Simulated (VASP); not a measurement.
Write the native input for VASP 6.6.1 that does the following.

| Item | Value |
| --- | --- |
| Task | single point |
| Functional | PBE |
| Potentials or basis | VASP PAW PBE potentials, release 64 (Nb_sv) |
| Cutoff | 520 eV |
| k mesh | 6 × 6 × 4 |
| Occupations | gaussian, width 0.1 eV |
| Spin | no spin polarisation |
| Dipole correction | no |
| Further INCAR settings | ALGO = Fast; EDIFF = 1e-06; NBANDS = 34 |

The structure of Nb lies in POSCAR:

```
Nb
1.0
    3.0653333804      0.0000000000      0.0000000000
   -1.5326666902      2.6546565784      0.0000000000
    0.0000000000      0.0000000000      9.4151779433
Nb
4
Direct
    0.3333333333      0.6666666667      0.3822366552
    0.6666666667      0.3333333333      0.8822366552
    0.6666666667      0.3333333333      0.6177633448
    0.3333333333      0.6666666667      0.1177633448
```

The input as run:

INCAR

```
SYSTEM = Nb
PREC = Accurate ; ENCUT = 520
EDIFF = 1E-6 ; ISMEAR = 0
SIGMA = 0.1 ; LREAL = .False.
LASPH = .True. ; NELM = 100
ALGO = Fast ; ISIF = 2
LWAVE = .False. ; LCHARG = .False.
GGA = PE ; NBANDS = 34
```

KPOINTS

```
Automatic mesh
0
Gamma
  6 6 4
  0 0 0
```

Potentials or basis: VASP PAW PBE potentials, release 64 (Nb_sv).

Run with:

```console
$ cat potpaw_PBE.64/Nb_sv/POTCAR > POTCAR
$ mpirun -np 1 vasp_std > vasp.out
```

Results of the run:

```
Pressure               : -0.3 GPa
Largest force          : 0.013 eV/Å
Band gap on the k mesh : zero (band 26 reaches 10.74 eV, above the bottom of band 27 at 10.73 eV)
```

Caveat: the k points lie up to 0.39 Å⁻¹ apart.

Wall time 67 s on 1 thread of Intel(R) Xeon(R) 6975P-C (Granite Rapids), on a shared host, peak memory 0.2 GiB.
